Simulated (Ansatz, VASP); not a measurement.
**Two plane-wave programs on Ni**

```
Ni
1.0
     0.00000    3.53600    3.53600
     1.76800    0.00000    1.76800
     1.76800    1.76800    0.00000
Ni
2
Direct
  0.00000 0.00000 0.00000
  0.50000 0.00000 0.00000
```

Alike in both runs: task single point; functional PBE; k mesh 7 × 14 × 14; occupations gaussian, width 0.1 eV; collinear spin.

```csv
,VASP,Ansatz
version,VASP 6.6.1,Ansatz 0.2.0
potentials or method,"VASP PAW PBE potentials, release 64 (Ni), cutoff 600 eV","PAW, plane waves, scalar-relativistic"
valence electrons in the cell,20,36
```

|  | VASP | Ansatz | Ansatz less VASP |
| --- | --- | --- | --- |
| pressure (GPa) | -3.7 | -3.6 | +0.07 |
| traceless stress, the component that is largest in VASP (GPa) | -0.20 | -0.20 | +0.002 |
| net moment per atom (μB) | 0.00 | 0.00 | 0.000 |
| size of the moment on the site where the two differ most (μB) | 0.28 | 0.29 | +0.016 |

Site moments also hang on the region over which each program counts them. VASP's potentials hold 20 valence electrons a cell and Ansatz's 36, so a difference there can come from the potentials and not from the codes.
